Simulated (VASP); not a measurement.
# C (C2/m) in VASP: further runs

C is run at these levels: PBE+D3(BJ); tasks: single point.

Program: VASP 6.6.1. These are calculated values, not measurements. Logs are shortened: lines on timing, memory, paths and dates and some standing lists are left out, and cuts for length are marked.

### 1 The cell of the first run

The structure is monoclinic, space group C2/m (No. 12). The conventional cell has a = 4.269 Å, b = 2.465 Å, c = 3.687 Å, α = 90.00°, β = 113.77°, γ = 90.00°. C (site symmetry m) has 3 C at 1.42 Å within 1.9 Å.

### 2 Single point, PBE+D3(BJ) (shear of c along a, cell held: -2.0 %, then relaxed in part)

The input, INCAR:

```
SYSTEM = C
  ALGO = Normal
  EDIFF = 1E-6
  ENCUT = 520
  GGA = PE
  ISIF = 2
  ISMEAR = 0
  IVDW = 12
  LASPH = .TRUE.
  LCHARG = .TRUE.
  LELF = .TRUE.
  LREAL = .FALSE.
  LVHAR = .TRUE.
  LWAVE = .FALSE.
  NBANDS = 16
  NELM = 60
  PREC = Accurate
  SIGMA = 0.02
```

The input, KPOINTS:

```
k-points
0
G
  8 12 8
  0 0 0
```

The input, POSCAR:

```
C
1.0
    4.2694048708      0.0000000000      0.0000000000
    0.0000000000      2.4649234225      0.0000000000
   -1.4861601788      0.0000000000      3.3739455666
C
4
Direct
    0.8334075654      0.0000000000      0.0002219169
    0.6665924346      0.5000000000      0.9997780831
    0.3334075654      0.5000000000      0.0002219169
    0.1665924346      0.0000000000      0.9997780831
```

Potentials or basis: VASP PAW PBE potentials, release 64 (C).

Launch:

```sh
$ cat potpaw_PBE.64/C/POTCAR > POTCAR
$ mpirun -np 1 vasp_std > vasp.out
```

OUTCAR:

```text
SYSTEM = C
   EDIFF = 1E-6
   ENCUT = 520
   GGA = PE
   ISIF = 2
   ISMEAR = 0
   IVDW = 12
   LASPH = .TRUE.
   LREAL = .FALSE.
   NELM = 60
   PREC = Accurate
 IVDW          = 12

 ion  position               nearest neighbor table
   1  0.833  0.000  0.000-   2 1.42   2 1.42   4 1.42
   2  0.667  0.500  1.000-   1 1.42   1 1.42   3 1.42
   3  0.333  0.500  0.000-   4 1.42   4 1.42   2 1.42
   4  0.167  0.000  1.000-   3 1.42   3 1.42   1 1.42

  LATTYP: Found a simple monoclinic cell.
 ALAT       =     3.6867574864
 B/A-ratio  =     0.6685884362
 C/A-ratio  =     1.1580378928
 COS(beta)  =    -0.4031076588

  Lattice vectors:

 A1 = (  -1.4861601788,   0.0000000000,   3.3739455666)
 A2 = (   0.0000000000,  -2.4649234225,   0.0000000000)
 A3 = (   4.2694048708,   0.0000000000,   0.0000000000)

Analysis of symmetry for initial positions (statically):
=====================================================================
 Subroutine PRICEL returns following result:

  LATTYP: Found a base centered monoclinic cell.
 ALAT       =     4.2694048708
 B/A-ratio  =     0.5773459058
 C/A-ratio  =     0.8635296014
 COS(beta)  =    -0.4031076588

  Lattice vectors:

 A1 = (   2.1347024354,  -1.2324617113,   0.0000000000)
 A2 = (   2.1347024354,   1.2324617113,   0.0000000000)
 A3 = (  -1.4861601788,   0.0000000000,   3.3739455666)

   2 primitive cells build up your supercell.

 Routine SETGRP: Setting up the symmetry group for a
 simple monoclinic supercell.

 Subroutine GETGRP returns: Found  4 space group operations
 (whereof  4 operations were pure point group operations)
 out of a pool of  4 trial point group operations.

The static configuration has the point symmetry C_2h.

Analysis of symmetry for dynamics (positions and initial velocities):
=====================================================================
 Subroutine PRICEL returns following result:

  LATTYP: Found a base centered monoclinic cell.
 ALAT       =     4.2694048708
 B/A-ratio  =     0.5773459058
 C/A-ratio  =     0.8635296014
 COS(beta)  =    -0.4031076588

  Lattice vectors:

 A1 = (   2.1347024354,  -1.2324617113,   0.0000000000)
 A2 = (   2.1347024354,   1.2324617113,   0.0000000000)
 A3 = (  -1.4861601788,   0.0000000000,   3.3739455666)

   2 primitive cells build up your supercell.

 Routine SETGRP: Setting up the symmetry group for a
 simple monoclinic supercell.

 Subroutine GETGRP returns: Found  4 space group operations
 (whereof  4 operations were pure point group operations)
 out of a pool of  4 trial point group operations.

The dynamic configuration has the point symmetry C_2h.

 Subroutine INISYM returns: Found  4 space group operations
 (whereof  4 operations are pure point group operations),
 and found     2 'primitive' translations

----------------------------------------------------------------------------------------

                                     Primitive cell

  volume of cell :      17.7533

  direct lattice vectors                    reciprocal lattice vectors
     2.134702435 -1.232461711  0.000000000     0.234224682 -0.405692116  0.103171610
     2.134702435  1.232461711  0.000000000     0.234224682  0.405692116  0.103171610
    -1.486160179  0.000000000  3.373945567     0.000000000  0.000000000  0.296388896

  length of vectors
     2.464937394  2.464937394  3.686757486     0.479678722  0.479678722  0.296388896

  position of ions in fractional coordinates (direct lattice)
     0.833407565  0.833407565  0.000221917
     0.166592435  0.166592435  0.999778083

  ion indices of the primitive-cell ions
   primitive index   ion index
                 1           1
                 2           4

----------------------------------------------------------------------------------------

 KPOINTS: k-points

Automatic generation of k-mesh.
 Grid dimensions read from file:
 generate k-points for:    8   12    8

 Generating k-lattice:

  Cartesian coordinates                     Fractional coordinates (reciprocal lattice)
     0.029278085  0.000000000  0.012896451     0.125000000  0.000000000  0.000000000
     0.000000000  0.033807676  0.000000000     0.000000000  0.083333333  0.000000000
     0.000000000  0.000000000  0.037048612     0.000000000  0.000000000  0.125000000

  Length of vectors
     0.031992573  0.033807676  0.037048612

  Shift w.r.t. Gamma in fractional coordinates (k-lattice)
     0.000000000  0.000000000  0.000000000

 Subroutine IBZKPT returns following result:
 ===========================================

 Found    238 irreducible k-points:

 Following reciprocal coordinates:
            Coordinates               Weight
  0.000000  0.000000  0.000000      1.000000
  0.125000  0.000000  0.000000      2.000000
  0.250000  0.000000  0.000000      2.000000
  0.375000  0.000000  0.000000      2.000000
  0.500000  0.000000  0.000000      1.000000
  0.000000  0.083333  0.000000      2.000000
[... 16 lines left out ...]
  0.250000  0.333333  0.000000      4.000000
  0.375000  0.333333  0.000000      4.000000
 [... further k-points ...]
   k-points           NKPTS =    238   k-points in BZ     NKDIM =    238   number of bands    NBANDS=     16
   number of dos      NEDOS =    301   number of ions     NIONS =      4
   total plane-waves  NPLWV =  16128
   dimension x,y,z NGX =    32 NGY =   18 NGZ =   28
   dimension x,y,z NGXF=    64 NGYF=   36 NGZF=   56
   ions per type =               4
   NGX,Y,Z   is equivalent  to a cutoff of  12.46, 12.14, 12.63 a.u.
   NGXF,Y,Z  is equivalent  to a cutoff of  24.92, 24.28, 25.25 a.u.
 SYSTEM =  C
   PREC   = accura    normal or accurate (medium, high low for compatibility)
   ISTART =      0    job   : 0-new  1-cont  2-samecut
   ICHARG =      2    charge: 1-file 2-atom 10-const
   ISPIN  =      1    spin polarized calculation?
   LNONCOLLINEAR =      F non collinear calculations
   LSORBIT =      F    spin-orbit coupling
   LASPH  =      T    aspherical Exc in radial PAW
   ENCUT  =  520.0 eV  38.22 Ry    6.18 a.u.   7.94  4.58  6.85*2*pi/ulx,y,z
   NELM   =     60;   NELMIN=  2; NELMDL= -5     # of ELM steps
   EDIFF  = 0.1E-05   stopping-criterion for ELM
   LREAL  =      F    real-space projection
   EDIFFG = 0.1E-04   stopping-criterion for IOM
   NSW    =      0    number of steps for IOM
   IBRION =     -1    ionic relax: 0-MD 1-quasi-New 2-CG
   NFREE  =      0    steps in history (QN), initial steepest desc. (CG)
   ISIF   =      2    stress and relaxation
   ISYM   =      2    0-nonsym 1-usesym 2-fastsym
   POTIM  = 0.5000    time-step for ionic-motion
   TEBEG  =    0.0;   TEEND  =   0.0 temperature during run
   PSTRESS=    0.0 pullay stress
   NELECT =      16.0000    total number of electrons
   NUPDOWN=      -1.0000    fix difference up-down
   EMIN   =  10.00;   EMAX   =-10.00  energy-range for DOS
   EFERMI =   0.00;   METHOD = LEGACY
   ISMEAR =     0;   SIGMA  =   0.02  broadening in eV -4-tet -1-fermi 0-gaus
   EFERMI_NEDOS =   21; number of points for ismear=-14 and -15
   IALGO  =     38    algorithm
   IMIX   =      4    mixing-type and parameters
     AMIX     =   0.40;   BMIX     =  1.00
     AMIX_MAG =   1.60;   BMIX_MAG =  1.00
  volume/ion in A,a.u.               =       8.88        59.90
  Fermi-wavevector in a.u.,A,eV,Ry     =   1.255101  2.371796 21.432952  1.575278
  Thomas-Fermi vector in A             =   2.388874
   LORBIT       =      0    0 simple, 1 ext, 2 COOP (PROOUT), +10 PAW based schemes
   GGA     = PE    functional components
   LHFCALC =     F    Hartree Fock is set to
   AEXX    =    0.0000 exact exchange contribution
   IVDW    =    12    specifies the selected vdW correction
   LEPSILON=     F    determine dielectric tensor
   LRPA    =     F    only Hartree local field effects (RPA)
 non-spin polarized calculation
 Gauss-broadening in eV      SIGMA  =   0.02
  energy-cutoff  :      520.00
  volume of cell :       35.51
 maximum number of plane-waves:       972
   NGX = 15   NGY =  9   NGZ = 13

 number of electron      16.0000003 magnetization

 Free energy of the ion-electron system (eV)
  ---------------------------------------------------
  ext. energy  EPLUGINS =         0.00000000
  ---------------------------------------------------
  free energy    TOTEN  =       -36.84849387 eV

  energy without entropy =      -36.84849387  energy(sigma->0) =      -36.84849387

 E-fermi :   4.5020     XC(G=0): -10.2850

 val. band max:        4.3362709592   @ k =   0.0000   0.3333   0.3750
 cond. band min:       4.9311028782   @ k =   0.0000   0.3333   0.0000
 fundamental gap:      0.5948319190
 Fermi energy:         4.5019785748

 k-point     1 :       0.0000    0.0000    0.0000
  band No.  band energies     occupation
      1     -15.0185      2.00000
      2      -9.5651      2.00000
      3      -8.5415      2.00000
      4      -1.9502      2.00000
      5      -1.7885      2.00000
      6       1.6264      2.00000
[... 8 lines left out ...]
     15      17.2739      0.00000
     16      17.9383      0.00000

 k-point     2 :       0.1250    0.0000    0.0000
  band No.  band energies     occupation
      1     -14.9202      2.00000
      2     -10.4733      2.00000
      3      -7.5058      2.00000
      4      -1.8880      2.00000
      5      -1.6958      2.00000
      6       1.2547      2.00000
[... 8 lines left out ...]
     15      17.0056      0.00000
     16      17.4393      0.00000

 k-point     3 :       0.2500    0.0000    0.0000
  band No.  band energies     occupation
      1     -14.6268      2.00000
      2     -11.6132      2.00000
      3      -5.9889      2.00000
      4      -1.6951      2.00000
      5      -1.4220      2.00000
      6       0.2550      2.00000
[... 8 lines left out ...]
     15      15.3448      0.00000
     16      17.9915      0.00000
[... 362 lines left out ...]
 k-point    23 :       0.2500    0.3333    0.0000
  band No.  band energies     occupation
      1     -12.6721      2.00000
      2      -9.8169      2.00000
      3      -7.1022      2.00000
      4      -4.4140      2.00000
      5      -4.1799      2.00000
      6      -1.0751      2.00000
[... 8 lines left out ...]
     15      17.7938      0.00000
     16      19.5419      0.00000

 k-point    24 :       0.3750    0.3333    0.0000
  band No.  band energies     occupation
      1     -12.2029      2.00000
      2     -10.7539      2.00000
      3      -6.6292      2.00000
      4      -5.2593      2.00000
      5      -2.9513      2.00000
      6      -1.2120      2.00000
[... 8 lines left out ...]
     15      18.2274      0.00000
     16      20.0606      0.00000

 [... further k-points ...]

------------------------ aborting loop because EDIFF is reached ----------------------------------------

 Edisp (eV)   -0.62116

 E8    (eV) :    -0.1759

  FORCE on cell =-STRESS in cart. coord.  units (eV):
  Direction    XX          YY          ZZ          XY          YZ          ZX
  --------------------------------------------------------------------------------------
  -------------------------------------------------------------------------------------
  Total       0.16730     0.17436    -0.05764     0.00000     0.00000     0.01675
  in kB       7.54892     7.86777    -2.60086     0.00000     0.00000     0.75601
  external pressure =        4.27 kB  Pullay stress =        0.00 kB

 VOLUME and BASIS-vectors are now :
 -----------------------------------------------------------------------------
  energy-cutoff  :      520.00
  volume of cell :       35.51
      direct lattice vectors                 reciprocal lattice vectors
     4.269404871  0.000000000  0.000000000     0.234224682  0.000000000  0.103171610
     0.000000000  2.464923423  0.000000000     0.000000000  0.405692116  0.000000000
    -1.486160179  0.000000000  3.373945567     0.000000000  0.000000000  0.296388896

 POSITION                                       TOTAL-FORCE (eV/Angst)
 -----------------------------------------------------------------------------------
      3.55782      0.00000      0.00075        -0.000984     -0.000000     -0.002774
      1.36012      1.23246      3.37320         0.000984     -0.000000      0.002774
      1.42312      1.23246      0.00075        -0.000984      0.000000     -0.002774
     -0.77458      0.00000      3.37320         0.000984      0.000000      0.002774
 -----------------------------------------------------------------------------------
    total drift:                                0.000000      0.000000     -0.000000

  FREE ENERGIE OF THE ION-ELECTRON SYSTEM (eV)
  ---------------------------------------------------
  free  energy   TOTEN  =       -37.4696583631 eV

  energy  without entropy=      -37.4696583631  energy(sigma->0) =      -37.46965836
```

Wall time 29 s (1 thread of Intel Xeon 6975P-C (Granite Rapids), shared host); peak memory 0.22 GiB.

What came out:

- Free energy: -37.4697 eV
- Pressure: 0.4 GPa
- Band gap on the k mesh: 0.59 eV
- Dispersion energy per atom: -0.155 eV

Forces on the atoms (eV/Å):
```
C   -0.001  0.000 -0.003
C    0.001  0.000  0.003
C   -0.001  0.000 -0.003
C    0.001  0.000  0.003
```

Stress tensor (GPa, compression positive):
```
 0.75  0.00  0.08
 0.00  0.79  0.00
 0.08  0.00 -0.26
```

Caveat: the cell differs from its parent crystal (shear of c along a, cell held: -2.0 %, then relaxed in part). A k mesh can miss the band edges.

### 3 Single point, PBE+D3(BJ) (shear of c along a, cell held: +2.0 %, then relaxed in part)

The input, INCAR:

```
SYSTEM = C
PREC = Accurate
ENCUT = 520
EDIFF = 1E-7
ISMEAR = 0
SIGMA = 0.02
LREAL = .False.
LASPH = .True.
NELM = 60
ALGO = Normal
ISIF = 2
LWAVE = .False.
LCHARG = .False.
GGA = PE
IVDW = 12
NBANDS = 16
```

The input, KPOINTS:

```
regular mesh
0
Gamma
  8 12 8
  0 0 0
```

The input, POSCAR:

```
C
1.0
    4.2694048708      0.0000000000      0.0000000000
    0.0000000000      2.4649234225      0.0000000000
   -1.3512023561      0.0000000000      3.3739455666
C
4
Direct
    0.8334041897      0.0000000000      0.0002211056
    0.6665958103      0.5000000000      0.9997788944
    0.3334041897      0.5000000000      0.0002211056
    0.1665958103      0.0000000000      0.9997788944
```

Potentials or basis: VASP PAW PBE potentials, release 64 (C).

Launch:

```sh
$ cat potpaw_PBE.64/C/POTCAR > POTCAR
$ mpirun -np 1 vasp_std > vasp.out
```

Run time: 31 s. Hardware: 1 thread of Intel Xeon 6975P-C (Granite Rapids), shared host; peak memory 0.22 GiB.

It converged, with:

```yaml
Free_energy: -37.4696 eV
Pressure: 0.4 GPa
Band_gap_on_the_k_mesh: 0.53 eV
Dispersion_energy_per_atom: -0.155 eV
```

Forces on the atoms (eV/Å):
```
C   -0.001  0.000 -0.003
C    0.001  0.000  0.003
C   -0.001  0.000 -0.003
C    0.001  0.000  0.003
```

Stress tensor (GPa, compression positive):
```
 0.82  0.00 -0.11
 0.00  0.73  0.00
-0.11  0.00 -0.23
```

Levels at points of the mesh, in eV from the valence-band top:
| k point | band 6 | band 7 | band 8 | band 9 | band 10 | band 11 |
| --- | --- | --- | --- | --- | --- | --- |
| (0.00, 0.00, 0.00) | -2.75 | -2.74 | -2.38 | 1.65 | 4.50 | 7.47 |
| (0.50, 0.00, 0.00) | -5.14 | -4.78 | -4.78 | 7.09 | 7.09 | 7.45 |
| (0.00, 0.50, 0.00) | -8.66 | -1.73 | -1.73 | 2.84 | 2.84 | 9.83 |
| (0.50, 0.50, 0.00) | -6.11 | -1.71 | -1.71 | 2.30 | 2.30 | 7.85 |
| (0.00, 0.00, 0.50) | -2.76 | -2.76 | -1.81 | 2.18 | 7.85 | 8.57 |
| (0.50, 0.00, 0.50) | -6.10 | -4.76 | -4.76 | 7.80 | 7.80 | 8.36 |
| (0.00, 0.50, 0.50) | -8.70 | -3.14 | -3.14 | 3.32 | 3.32 | 11.60 |
| (0.50, 0.50, 0.50) | -6.16 | -2.47 | -2.47 | 1.55 | 1.55 | 7.47 |

Caveat: the cell differs from its parent crystal (shear of c along a, cell held: +2.0 %, then relaxed in part). A k mesh can miss the band edges.

### 4 Single point, PBE+D3(BJ) (shear of c along a, cell held: -4.0 %, then relaxed in part)

The input, INCAR:

```
PREC     = Accurate       # precision mode
ENCUT    = 520            # plane-wave cutoff, eV
EDIFF    = 1E-6           # SCF threshold, eV
ISMEAR   = 0              # smearing method
SIGMA    = 0.02           # smearing width, eV
LREAL    = F              # projectors in reciprocal space
LASPH    = T              # aspherical terms in the spheres
NELM     = 80             # most SCF steps
ALGO     = Normal         # electronic algorithm
ISIF     = 2              # what is computed and relaxed
LWAVE    = F              # write WAVECAR
LCHARG   = F              # write CHGCAR
GGA      = PE             # functional
IVDW     = 12             # dispersion correction
NBANDS   = 16             # bands
```

The input, KPOINTS:

```
regular mesh
0
Gamma
  8 12 8
```

The input, POSCAR:

```
C
1.0
    4.2694048708      0.0000000000      0.0000000000
    0.0000000000      2.4649234225      0.0000000000
   -1.5536390901      0.0000000000      3.3739455666
C
4
Direct
    0.8334075654      0.0000000000      0.0002219169
    0.6665924346      0.5000000000      0.9997780831
    0.3334075654      0.5000000000      0.0002219169
    0.1665924346      0.0000000000      0.9997780831
```

Launch:

```sh
$ cat potpaw_PBE.64/C/POTCAR > POTCAR
$ mpirun -np 1 vasp_std > vasp.out
```

Run time: 30 s. Hardware: 1 thread of Intel Xeon 6975P-C (Granite Rapids), shared host; peak memory 0.22 GiB.

The run converged. Its results:

```
Free energy                : -37.4692 eV
Pressure                   : 0.4 GPa
Largest force              : 0.003 eV/Å
Band gap on the k mesh     : 0.55 eV
Dispersion energy per atom : -0.155 eV
```

Forces on the atoms (eV/Å):
```
C   -0.001  0.000 -0.003
C    0.001  0.000  0.003
C   -0.001  0.000 -0.003
C    0.001  0.000  0.003
```

Stress tensor (GPa, compression positive):
```
 0.72  0.00  0.14
 0.00  0.81  0.00
 0.14  0.00 -0.24
```

Levels at points of the mesh, in eV from the valence-band top:
| k point | band 4 | band 5 | band 6 | band 7 | band 8 | band 9 | band 10 | band 11 | band 12 | band 13 |
| --- | --- | --- | --- | --- | --- | --- | --- | --- | --- | --- |
| (0.00, 0.00, 0.00) | -6.31 | -6.15 | -2.73 | -2.73 | -2.53 | 1.49 | 4.51 | 7.49 | 8.63 | 8.65 |
| (0.50, 0.00, 0.00) | -7.09 | -5.26 | -5.26 | -4.76 | -4.76 | 7.16 | 7.16 | 7.67 | 7.67 | 8.46 |
| (0.00, 0.50, 0.00) | -10.19 | -8.63 | -8.63 | -1.73 | -1.73 | 2.72 | 2.72 | 9.84 | 9.84 | 12.29 |
| (0.50, 0.50, 0.00) | -12.98 | -6.10 | -6.10 | -1.79 | -1.79 | 2.20 | 2.20 | 7.86 | 7.86 | 12.23 |
| (0.00, 0.00, 0.50) | -8.22 | -6.10 | -2.75 | -2.74 | -1.61 | 2.41 | 7.87 | 8.59 | 8.60 | 10.70 |
| (0.50, 0.00, 0.50) | -7.18 | -5.98 | -5.98 | -4.74 | -4.74 | 7.80 | 7.80 | 8.36 | 8.36 | 10.02 |
| (0.00, 0.50, 0.50) | -10.28 | -8.70 | -8.70 | -3.12 | -3.12 | 3.48 | 3.48 | 11.87 | 11.87 | 12.26 |
| (0.50, 0.50, 0.50) | -12.91 | -6.15 | -6.15 | -2.37 | -2.37 | 1.66 | 1.66 | 7.49 | 7.49 | 13.38 |

Caveat: the cell differs from its parent crystal (shear of c along a, cell held: -4.0 %, then relaxed in part).

### 5 Overview

| cell | gap on the mesh (eV) | pressure (GPa) |
| --- | --- | --- |
| a = 4.269, b = 2.465, c = 3.687 Å, angles 90.0, 113.8, 90.0°, 4 atoms | 0.59 | 0.4 |
| a = 4.269, b = 2.465, c = 3.634 Å, angles 90.0, 111.8, 90.0°, 4 atoms | 0.53 | 0.4 |
| a = 4.269, b = 2.465, c = 3.714 Å, angles 90.0, 114.7, 90.0°, 4 atoms | 0.55 | 0.4 |

Alike in all rows: task single point; level PBE+D3(BJ); potentials or basis VASP PAW PBE potentials, release 64 (C); no spin polarisation; k mesh 8 × 12 × 8; cutoff (eV) 520; smearing gaussian 0.02 eV.

Absolute energies hang on the potentials; compare differences alone.
